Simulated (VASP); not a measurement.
Sn3TeS2:

```
CELL_PARAMETERS angstrom
-2.10500 2.10500 8.90000
2.10500 -2.10500 8.90000
2.10500 2.10500 -8.90000
ATOMIC_POSITIONS crystal
Sn 0.17500 0.17500 0.00000
Sn 0.82500 0.82500 0.00000
Sn 0.50000 0.50000 0.00000
Te 0.00000 0.00000 0.00000
S 0.33500 0.33500 0.00000
S 0.66500 0.66500 0.00000
```

- Program: VASP 6.6.1
- Task: relaxation of cell and atoms
- Functional: PBE
- Potentials or basis: VASP PAW PBE potentials, release 64 (Sn_d, Te, S)
- Cutoff: 600 eV
- k mesh: 4 × 4 × 4
- Occupations: gaussian, width 0.15 eV
- Spin: no spin polarisation

At the start: pressure 2.6 GPa; volume 26.29 Å³/atom.

**Question.** How do energy, volume and symmetry change on relaxing?

**Answer.** Over 3 steps the energy falls by 10.2 meV/atom and the volume is 27.59 Å³/atom (+4.9 %); space group I4/mmm (No. 139, to 0.1 Å) before and after.

The path:
```tsv
step	energy change (eV)	largest force (eV/Å)	pressure (GPa)	volume (Å³)
1	0.0000	0.0875	2.55	157.74
2	-0.0578	0.0763	-0.57	167.49
3	-0.0614	0.0788	-0.06	165.53
```

Final structure:
```cif
data_structure
_symmetry_space_group_name_H-M 'P 1'
_symmetry_Int_Tables_number 1
_cell_length_a 9.5035
_cell_length_b 9.5035
_cell_length_c 9.5035
_cell_angle_alpha 153.931
_cell_angle_beta 153.931
_cell_angle_gamma 37.201
_cell_volume 165.53
loop_
_atom_site_label
_atom_site_type_symbol
_atom_site_fract_x
_atom_site_fract_y
_atom_site_fract_z
_atom_site_occupancy
Sn1 Sn 0.17519 0.17519 0.00000 1
Sn2 Sn 0.82481 0.82481 0.00000 1
Sn3 Sn 0.50000 0.50000 0.00000 1
Te1 Te 0.00000 0.00000 0.00000 1
S1 S 0.33497 0.33497 0.00000 1
S2 S 0.66503 0.66503 0.00000 1
```

Caveat: the relaxation stopped at a loose force limit of 0.08 eV/Å, so its end isn't a converged minimum.
